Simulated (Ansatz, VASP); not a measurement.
## Two plane-wave programs on CrO2

```
Cr O
1.0
     2.58755    0.00000    0.00000
    -1.29378    2.24089    0.00000
     0.00000    0.00000   10.96245
Cr O
2 4
Direct
  0.66667 0.33333 0.25000
  0.33333 0.66667 0.75000
  0.66667 0.33333 0.64521
  0.33333 0.66667 0.35479
  0.66667 0.33333 0.85479
  0.33333 0.66667 0.14521
```

Alike in both runs: functional PBEsol; k mesh 18 × 18 × 4; occupations gaussian, width 0.01 eV; no spin polarisation.

Ansatz relaxed the structure, and its values are those at the end. VASP's run is a single point on that final structure, the one shown.

```csv
,VASP,Ansatz
version,VASP 6.6.1,Ansatz 0.2.0
potentials or method,"VASP PAW PBE potentials, release 64 (Cr_pv, O), cutoff 520 eV","scalar-relativistic, plane waves, PAW"
valence electrons in the cell,48,52
```

|  | VASP | Ansatz | Ansatz less VASP |
| --- | --- | --- | --- |
| gap on the k mesh at the Fermi level (eV) | 0.31 | 0.32 | +0.016 |
| least direct gap on the mesh (eV) | 1.57 | 1.56 | -0.004 |
| pressure (GPa) | 1.1 | 0.1 | -1.09 |
| rms of the force components (eV/Å) | 0.057 | 0.001 | -0.0567 |

VASP's potentials were made for PBE, not for PBEsol. With one functional, cell and mesh, what is left measures potentials, basis and numerics. VASP's potentials hold 48 valence electrons a cell and Ansatz's 52, so a difference there can come from the potentials and not from the codes.
